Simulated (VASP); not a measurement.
Here is a VASP 6.6.1 calculation.

Contents of INCAR:

```
SYSTEM = MgSe
ALGO = Normal
EDIFF = 1E-6
ENCUT = 600
GGA = PE
GGA_COMPAT = .False.
ISIF = 2
ISMEAR = 0
IVDW = 12
LASPH = .True.
LCHARG = .False.
LREAL = .False.
LWAVE = .False.
NBANDS = 11
NELM = 120
PREC = Accurate
SIGMA = 0.1
```

The input KPOINTS:

```
k-points
0
Gamma
  4 4 4
  0 0 0
```

Contents of POSCAR:

```
MgSe
1.0
    0.0000000000      2.7337235204      2.7337235204
    2.7337235204      0.0000000000      2.7337235204
    2.7337235204      2.7337235204      0.0000000000
Mg Se
1 1
Direct
    0.0000000000      0.0000000000      0.0000000000
    0.5000000000      0.5000000000      0.5000000000
```

Potentials or basis: VASP PAW PBE potentials, release 64 (Mg, Se).

Launch:

```console
$ cat potpaw_PBE.64/Mg/POTCAR potpaw_PBE.64/Se/POTCAR > POTCAR
$ mpirun -np 1 vasp_std > vasp.out
```

Problem. What does it give for the dispersion energy per atom?

Solution. -0.370 eV.

Problem. Estimate the band gap on the k mesh.

Solution. 1.75 eV, indirect (least direct gap 2.52 eV).

Caveat: the k points lie up to 0.50 Å⁻¹ apart. A k mesh can miss the band edges.
